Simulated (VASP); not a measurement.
# CsI (Pm-3m) in VASP: a series of runs

Runs on CsI. Level: PBE. Tasks: single point.

Everything below comes from runs of VASP 6.6.1. Logs are shortened: lines on timing, memory, paths and dates and some standing lists are left out, and cuts for length are marked.

**1. The cell of the first run**

Symmetry: Pm-3m, No. 221, cubic system. Conventional cell: a = 4.608 Å, b = 4.608 Å, c = 4.608 Å, α = 90.00°, β = 90.00°, γ = 90.00°. Cs (site symmetry m-3m) has 8 I at 3.99 Å and 6 Cs at 4.61 Å within 5.2 Å. I (site symmetry m-3m) has 8 Cs at 3.99 Å and 6 I at 4.61 Å within 5.2 Å.

**2. Single point, PBE**

The input, INCAR:

```
SYSTEM = CsI
ALGO = Normal
EDIFF = 1E-6
ENCUT = 500
GGA = PE
GGA_COMPAT = .FALSE.
ISIF = 2
ISMEAR = 0
LASPH = .TRUE.
LCHARG = .FALSE.
LREAL = .FALSE.
LWAVE = .FALSE.
NBANDS = 15
NELM = 120
PREC = Accurate
SIGMA = 0.01
```

The input, KPOINTS:

```
k-points
0
G
  4 4 4
  0 0 0
```

The input, POSCAR:

```
CsI
1.0
    4.6080834137      0.0000000000      0.0000000000
    0.0000000000      4.6080834137      0.0000000000
    0.0000000000      0.0000000000      4.6080834137
Cs I
1 1
Direct
    0.0000000000      0.0000000000      0.0000000000
    0.5000000000      0.5000000000      0.5000000000
```

Potentials or basis: VASP PAW PBE potentials, release 64 (Cs_sv, I).

Launch:

```console
$ cat potpaw_PBE.64/Cs_sv/POTCAR potpaw_PBE.64/I/POTCAR > POTCAR
$ mpirun -np 1 vasp_std > vasp.out
```

OUTCAR:

```text
SYSTEM = CsI
   EDIFF = 1E-6
   ENCUT = 500
   GGA = PE
   ISIF = 2
   ISMEAR = 0
   LASPH = .TRUE.
   LREAL = .FALSE.
   NELM = 120
   PREC = Accurate

 ion  position               nearest neighbor table
   1  0.000  0.000  0.000-
   2  0.500  0.500  0.500-

  LATTYP: Found a simple cubic cell.
 ALAT       =     4.6080834137

  Lattice vectors:

 A1 = (   4.6080834137,   0.0000000000,   0.0000000000)
 A2 = (   0.0000000000,   4.6080834137,   0.0000000000)
 A3 = (   0.0000000000,   0.0000000000,   4.6080834137)

Analysis of symmetry for initial positions (statically):
=====================================================================
 Subroutine PRICEL returns:
 Original cell was already a primitive cell.

 Routine SETGRP: Setting up the symmetry group for a
 simple cubic supercell.

 Subroutine GETGRP returns: Found 48 space group operations
 (whereof 48 operations were pure point group operations)
 out of a pool of 48 trial point group operations.

The static configuration has the point symmetry O_h .

Analysis of symmetry for dynamics (positions and initial velocities):
=====================================================================
 Subroutine PRICEL returns:
 Original cell was already a primitive cell.

 Routine SETGRP: Setting up the symmetry group for a
 simple cubic supercell.

 Subroutine GETGRP returns: Found 48 space group operations
 (whereof 48 operations were pure point group operations)
 out of a pool of 48 trial point group operations.

The dynamic configuration has the point symmetry O_h .

 Subroutine INISYM returns: Found 48 space group operations
 (whereof 48 operations are pure point group operations),
 and found     1 'primitive' translations

----------------------------------------------------------------------------------------

                                     Primitive cell

  volume of cell :      97.8500

  direct lattice vectors                    reciprocal lattice vectors
     4.608083414  0.000000000  0.000000000     0.217009961  0.000000000  0.000000000
     0.000000000  4.608083414  0.000000000     0.000000000  0.217009961  0.000000000
     0.000000000  0.000000000  4.608083414     0.000000000  0.000000000  0.217009961

  length of vectors
     4.608083414  4.608083414  4.608083414     0.217009961  0.217009961  0.217009961

  position of ions in fractional coordinates (direct lattice)
     0.000000000  0.000000000  0.000000000
     0.500000000  0.500000000  0.500000000

[... 70 lines left out ...]
   TEBEG  =    0.0;   TEEND  =   0.0 temperature during run
   PSTRESS=    0.0 pullay stress
   NELECT =      16.0000    total number of electrons
   NUPDOWN=      -1.0000    fix difference up-down
   EMIN   =  10.00;   EMAX   =-10.00  energy-range for DOS
   EFERMI =   0.00;   METHOD = LEGACY
   ISMEAR =     0;   SIGMA  =   0.01  broadening in eV -4-tet -1-fermi 0-gaus
   EFERMI_NEDOS =   21; number of points for ismear=-14 and -15
   IALGO  =     38    algorithm
   IMIX   =      4    mixing-type and parameters
     AMIX     =   0.40;   BMIX     =  1.00
     AMIX_MAG =   1.60;   BMIX_MAG =  1.00
  volume/ion in A,a.u.               =      48.93       330.16
  Fermi-wavevector in a.u.,A,eV,Ry     =   0.895216  1.691713 10.903868  0.801412
  Thomas-Fermi vector in A             =   2.017520
   LORBIT       =      0    0 simple, 1 ext, 2 COOP (PROOUT), +10 PAW based schemes
   GGA     = PE    functional components
   LHFCALC =     F    Hartree Fock is set to
   AEXX    =    0.0000 exact exchange contribution
   IVDW    =     0    specifies the selected vdW correction
   LEPSILON=     F    determine dielectric tensor
   LRPA    =     F    only Hartree local field effects (RPA)
 non-spin polarized calculation
 Gauss-broadening in eV      SIGMA  =   0.01
  energy-cutoff  :      500.00
  volume of cell :       97.85
 maximum number of plane-waves:      2517
 NGX is ok and might be reduce to    36
   NGX = 17   NGY = 17   NGZ = 17

 number of electron      16.0000002 magnetization

 Free energy of the ion-electron system (eV)
  ---------------------------------------------------
  ext. energy  EPLUGINS =         0.00000000
  ---------------------------------------------------
  free energy    TOTEN  =        -5.43499773 eV

  energy without entropy =       -5.43499773  energy(sigma->0) =       -5.43499773

 E-fermi :   0.7623     XC(G=0):  -7.6524

 val. band max:        0.6577716368   @ k =   0.5000   0.5000   0.0000
 cond. band min:       4.4452722595   @ k =   0.0000   0.0000   0.0000
 fundamental gap:      3.7875006227
 Fermi energy:         0.7622507990

 k-point     1 :       0.0000    0.0000    0.0000
  band No.  band energies     occupation
      1     -19.7715      2.00000
      2      -9.9580      2.00000
      3      -6.4754      2.00000
      4      -6.4754      2.00000
      5      -6.4754      2.00000
      6       0.5651      2.00000
      7       0.5651      2.00000
      8       0.5651      2.00000
      9       4.4453      0.00000
     10       4.8755      0.00000
     11       4.8755      0.00000
     12       8.3571      0.00000
     13       8.3571      0.00000
     14       8.3571      0.00000
[... 149 lines left out ...]
      2      -9.7034      2.00000
      3      -6.7086      2.00000
      4      -6.7086      2.00000
      5      -6.7086      2.00000
      6      -0.5860      2.00000
      7      -0.5860      2.00000
      8      -0.5860      2.00000
      9       7.7450      0.00000
     10       7.7450      0.00000
     11       7.7450      0.00000
     12       8.3908      0.00000
     13       8.3908      0.00000
     14       8.3908      0.00000
     15      10.3074      0.00000

------------------------ aborting loop because EDIFF is reached ----------------------------------------

  FORCE on cell =-STRESS in cart. coord.  units (eV):
  Direction    XX          YY          ZZ          XY          YZ          ZX
  --------------------------------------------------------------------------------------
  -------------------------------------------------------------------------------------
  Total        0.2770523      0.2770523      0.2770523      0.0000000      0.0000000      0.0000000
  in kB        4.5363994      4.5363994      4.5363994      0.0000000      0.0000000      0.0000000
  external PRESSURE =       4.5363994 kB  Pullay stress =       0.0000000 kB

 VOLUME and BASIS-vectors are now :
 -----------------------------------------------------------------------------
  energy-cutoff  :      500.00
  volume of cell :       97.85
      direct lattice vectors                 reciprocal lattice vectors
     4.608083414  0.000000000  0.000000000     0.217009961  0.000000000  0.000000000
     0.000000000  4.608083414  0.000000000     0.000000000  0.217009961  0.000000000
     0.000000000  0.000000000  4.608083414     0.000000000  0.000000000  0.217009961

 POSITION                                       TOTAL-FORCE (eV/Angst)
 -----------------------------------------------------------------------------------
      0.00000      0.00000      0.00000         0.000000      0.000000      0.000000
      2.30404      2.30404      2.30404         0.000000      0.000000      0.000000
 -----------------------------------------------------------------------------------
    total drift:                               -0.000000      0.000000      0.000000

  FREE ENERGIE OF THE ION-ELECTRON SYSTEM (eV)
  ---------------------------------------------------
  free  energy   TOTEN  =        -5.4349977288 eV

  energy  without entropy=       -5.4349977288  energy(sigma->0) =       -5.43499773
```

Run time: 28 s. Hardware: 1 thread of Intel Xeon 8259CL, shared host; peak memory 0.2 GiB.

What came out:

```yaml
Free_energy: -5.4350 eV
Pressure: 0.5 GPa
Band_gap_on_the_k_mesh: 3.79 eV (least direct gap 3.88 eV)
```

Levels at points of the mesh, in eV from the valence-band top:
```csv
k point,band 4,band 5,band 6,band 7,band 8,band 9,band 10,band 11,band 12,band 13
"(0.00, 0.00, 0.00)",-7.13,-7.13,-0.09,-0.09,-0.09,3.79,4.22,4.22,7.70,7.70
"(0.50, 0.00, 0.00)",-7.08,-7.08,-1.50,-0.23,-0.23,5.20,6.37,6.61,6.83,7.81
"(0.50, 0.50, 0.00)",-7.47,-7.04,-0.84,-0.84,0.00,4.24,4.91,6.09,6.09,9.40
"(0.50, 0.50, 0.50)",-7.37,-7.37,-1.24,-1.24,-1.24,7.09,7.09,7.09,7.73,7.73
```

Caveat: spin-orbit coupling is left out, which moves the levels of the heavy elements. A k mesh can miss the band edges.

**3. Single point, PBE**

The input, INCAR:

```
PREC     = Accurate       # precision mode
ENCUT    = 500            # plane-wave cutoff, eV
EDIFF    = 1E-6           # SCF threshold, eV
ISMEAR   = 0              # smearing method
SIGMA    = 0.01           # smearing width, eV
LREAL    = F              # projectors in reciprocal space
LASPH    = T              # aspherical terms in the spheres
NELM     = 120            # most SCF steps
ALGO     = Normal         # electronic algorithm
ISIF     = 2              # what is computed and relaxed
LWAVE    = F              # write WAVECAR
LCHARG   = F              # write CHGCAR
GGA      = PE             # functional
NBANDS   = 15             # bands
GGA_COMPAT= F
```

The input, KPOINTS:

```
Automatic mesh
0
Gamma
  4 4 4
```

POSCAR is that of step 2.

Potentials or basis: VASP PAW PBE potentials, release 64 (Cs_sv, I).

Launch:

```console
$ cat potpaw_PBE.64/Cs_sv/POTCAR potpaw_PBE.64/I/POTCAR > POTCAR
$ mpirun -np 1 vasp_std > vasp.out
```

It took 23 s on 1 thread of Intel Xeon 8259CL, shared host; peak memory 0.2 GiB.

Results (log left out):

* Free energy: -5.4350 eV
* Pressure: 0.5 GPa
* Band gap on the k mesh: 3.79 eV (least direct gap 3.88 eV)

Levels at points of the mesh, in eV from the valence-band top:
| k point | band 4 | band 5 | band 6 | band 7 | band 8 | band 9 | band 10 | band 11 | band 12 | band 13 |
| --- | --- | --- | --- | --- | --- | --- | --- | --- | --- | --- |
| (0.00, 0.00, 0.00) | -7.13 | -7.13 | -0.09 | -0.09 | -0.09 | 3.79 | 4.22 | 4.22 | 7.70 | 7.70 |
| (0.50, 0.00, 0.00) | -7.08 | -7.08 | -1.50 | -0.23 | -0.23 | 5.20 | 6.37 | 6.61 | 6.83 | 7.81 |
| (0.50, 0.50, 0.00) | -7.47 | -7.04 | -0.84 | -0.84 | 0.00 | 4.24 | 4.91 | 6.09 | 6.09 | 9.40 |
| (0.50, 0.50, 0.50) | -7.37 | -7.37 | -1.24 | -1.24 | -1.24 | 7.09 | 7.09 | 7.09 | 7.73 | 7.73 |

Caveat: spin-orbit coupling is left out, which moves the levels of the heavy elements.
